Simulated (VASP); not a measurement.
Input of a VASP 6.6.1 run:

Contents of INCAR:

```
  PREC = Accurate
  ENCUT = 520
  EDIFF = 1E-6
  ISMEAR = 0
  SIGMA = 0.05
  LREAL = F
  LASPH = T
  NELM = 60
  ALGO = Normal
  ISIF = 2
  LWAVE = F
  LCHARG = F
  GGA = PS
  IVDW = 12
  NBANDS = 35
```

KPOINTS

```
regular mesh
0
Gamma
  12 12 4
```

Contents of POSCAR:

```
WS2
1.0
    3.2548901299      0.0000000000      0.0000000000
   -1.6274450649      2.8188175391      0.0000000000
    0.0000000000      0.0000000000     11.7722466704
W S
2 4
Direct
    0.3333333333      0.6666666667      0.2500000000
    0.6666666667      0.3333333333      0.7500000000
    0.3333333333      0.6666666667      0.6164531912
    0.6666666667      0.3333333333      0.1164531912
    0.3333333333      0.6666666667      0.8835468088
    0.6666666667      0.3333333333      0.3835468088
```

Potentials or basis: VASP PAW PBE potentials, release 64 (W_sv, S).

Launch:

```console
$ cat potpaw_PBE.64/W_sv/POTCAR potpaw_PBE.64/S/POTCAR > POTCAR
$ mpirun -np 1 vasp_std > vasp.out
```

(1) What does it give for the largest force?

(2) Predict the pressure.

## Answers

(1) 0.908 eV/Å.

(2) -13.0 GPa.

Caveat: the cell differs from its parent crystal (strain +0.0450 x Voigt [1, 1, 0, 0, 0, 0]); the PAW data sets were made with another functional, which shifts forces and pressure a little.
